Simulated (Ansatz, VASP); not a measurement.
F: VASP beside Ansatz

File INCAR:

```
PREC = Accurate
ENCUT = 520
EDIFF = 1E-6
ISMEAR = -1
SIGMA = 0.05
LREAL = False
LASPH = True
NELM = 80
ALGO = Normal
ISIF = 2
LWAVE = False
LCHARG = False
GGA = PE
NBANDS = 22
```

File KPOINTS:

```
regular mesh
0
Gamma
  9 9 4
```

POSCAR

```
F
1.0
    2.9354873665     -1.7686438541      0.1418586305
    2.9354873665      1.7686438541      0.1418586305
   -1.2711381207      0.0000000000      6.5392537940
F
4
Direct
    0.9236106942      0.5862237664      0.0928428741
    0.4137762336      0.0763893058      0.4071571259
    0.0763893058      0.4137762336      0.9071571259
    0.5862237664      0.9236106942      0.5928428741
```

Input for Ansatz:

```yaml
crystal:
  lattice:
    - [2.9354873665, -1.7686438541, 0.1418586305]
    - [2.9354873665, 1.7686438541, 0.1418586305]
    - [-1.2711381207, 0.0, 6.539253794]
  atoms:
    - { symbol: F, position: [0.9236106942, 0.5862237664, 0.0928428741] }
    - { symbol: F, position: [0.4137762336, 0.0763893058, 0.4071571259] }
    - { symbol: F, position: [0.0763893058, 0.4137762336, 0.9071571259] }
    - { symbol: F, position: [0.5862237664, 0.9236106942, 0.5928428741] }
hamiltonian:
  xc: pbe
  pseudopotentials:
    kind: paw
    azcp:
      F: "pseudopotentials/F.paw.azcp"
basis:
  ecutwfc: 420
  fft_grid_basis: typed
kpoints:
  mp_grid: { grid: [9, 9, 4], shift: [0, 0, 0] }
magnetization:
  spin_polarized: false
scf:
  occupations: { method: fermi_dirac, width: 0.05 }
  lower_state_search: "off"
output:
  stress: true
```

Alike in both runs: task single point; functional PBE; k mesh 9 × 9 × 4; occupations fermi-dirac, width 0.05 eV; no spin polarisation.

|  | VASP | Ansatz |
| --- | --- | --- |
| version | VASP 6.6.1 | Ansatz 0.2.0 |
| potentials or method | VASP PAW PBE potentials, release 64 (F), cutoff 520 eV | plane waves (420 eV) with PAW, scalar-relativistic |
| valence electrons in the cell | 28 | 28 |

Ansatz gave:

- pressure (GPa): 5.7
- traceless stress, the component that is largest in VASP (GPa): 7.51

Task: Estimate VASP's values.

Result: Pressure (GPa): 6.2; traceless stress, the component that is largest in VASP (GPa): 9.01.
